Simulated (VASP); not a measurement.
The system is O.

```xyz
1
Lattice="0.0000 1.7652 1.7652 1.7652 0.0000 1.7652 1.7652 1.7652 0.0000" Properties=species:S:1:pos:R:3 pbc="T T T"
O     0.0000    0.0000    0.0000
```

- Program: VASP 6.6.1
- Task: relaxation of cell and atoms
- Functional: LDA
- Potentials or basis: VASP PAW LDA potentials, release 64 (O)
- Cutoff: 600 eV
- k mesh: 18 × 18 × 18
- Occupations: fermi-dirac, width 0.08 eV
- Spin: no spin polarisation

At the start: pressure -30.6 GPa; volume 11.00 Å³/atom.

Task: Where does the relaxation end?

Result: Over 6 steps the energy falls by 553.3 meV/atom and the volume is 7.21 Å³/atom (-34.4 %); space group Fm-3m (No. 225, to 0.05 Å).

Step by step:
| step | energy change (eV) | largest force (eV/Å) | pressure (GPa) | volume (Å³) |
| --- | --- | --- | --- | --- |
| 1 | 0.0000 | 0.0000 | -30.65 | 11.00 |
| 2 | -0.5111 | 0.0000 | -16.09 | 7.98 |
| 3 | -0.5529 | 0.0000 | -1.85 | 7.28 |
| 4 | -0.5533 | 0.0000 | 0.31 | 7.20 |
| 5 | -0.5533 | 0.0000 | -0.11 | 7.22 |
| 6 | -0.5533 | 0.0000 | -0.01 | 7.21 |

Final structure:
```yaml
crystal:
  lattice:
    - [0.00000, 1.53356, 1.53356]
    - [1.53356, 0.00000, 1.53356]
    - [1.53356, 1.53356, 0.00000]
  atoms:
    - { symbol: O, position: [0.00000, 0.00000, 0.00000] }
```

Caveat: the volume moved by over 15 % at a fixed basis, so the end points are rough.
